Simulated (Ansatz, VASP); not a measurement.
One calculation of HfZn, two programs

```
Hf Zn
1.0
     3.27510    0.00000    0.00000
     0.00000    3.27510    0.00000
     0.00000    0.00000    3.27510
Hf Zn
1 1
Direct
  0.53053 0.50000 0.50000
  0.00000 0.00000 0.00000
```

Change from the starting cell: all Hf atoms moved -0.100 Å, as atom 1 towards its neighbour atom 1 (Hf) at 3.275 Å.

Alike in both runs: task single point; functional LDA; k mesh 14 × 14 × 14; occupations gaussian, width 0.15 eV; no spin polarisation.

|  | VASP | Ansatz |
| --- | --- | --- |
| version | VASP 6.6.1 | Ansatz 0.2.0 |
| potentials or method | VASP PAW LDA potentials, release 64 (Hf_pv, Zn), cutoff 520 eV | scalar-relativistic, plane waves, PAW |
| valence electrons in the cell | 22 | 38 |

Ansatz gave:

```
gap on the k mesh at the Fermi level (eV)                     : none
pressure (GPa)                                                : -5.9
traceless stress, the component that is largest in VASP (GPa) : -0.17
rms of the force components (eV/Å)                            : 0.242
```

Problem. What did VASP give for the same quantities?

Solution. gap on the k mesh at the Fermi level (eV): none; pressure (GPa): -5.7; traceless stress, the component that is largest in VASP (GPa): -0.17; rms of the force components (eV/Å): 0.243.

LDA's correlation is that of Perdew and Zunger in VASP and of Perdew and Wang (1992) in Ansatz. Atom by atom the forces differ by 0.000 eV/Å (rms over components). A gap of «none» marks a metal or a gap that the smearing closes. VASP's potentials hold 22 valence electrons a cell and Ansatz's 38, so a difference there can come from the potentials and not from the codes.

Neither program's run includes spin-orbit coupling.
